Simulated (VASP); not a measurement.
## GaP: G0W0 quasiparticle levels with PBE

GaP:

```
Ga P
1.0
     0.00000    2.72550    2.72550
     2.72550    0.00000    2.72550
     2.72550    2.72550    0.00000
Ga P
1 1
Direct
  0.00000 0.00000 0.00000
  0.25000 0.25000 0.25000
```

- Program: VASP 6.6.1
- Task: G0W0 quasiparticle levels
- Functional: PBE
- Potentials or basis: VASP PAW PBE potentials, release 64 (Ga_d_GW, P_GW)
- Cutoff: 500 eV
- k mesh: 2 × 2 × 2
- Occupations: gaussian, width 0.01 eV
- Spin: no spin polarisation
- Dipole correction: no
- GW scheme: G0W0
- GW iterations: 1
- Cutoff of the response function: 200
- Frequency points: 48
- Empty bands: 782
- Further INCAR settings: ALGO = EVGW0; EDIFF = 1e-08; NBANDS = 791

* Quasiparticle gap: 1.89 eV
* Least direct quasiparticle gap: 2.65 eV
* Band gap of the starting levels on the mesh: 1.46 eV
* Least direct gap of the starting levels on the mesh: 1.76 eV

Wall time 2.3 min on 1 thread of Intel Xeon 8259CL, on a shared host, peak memory 0.35 GiB.

Caveat: the k points lie up to 1.00 Å⁻¹ apart; bands, screening cutoff and mesh are small and nothing is extrapolated, so the quasiparticle values aren't converged.
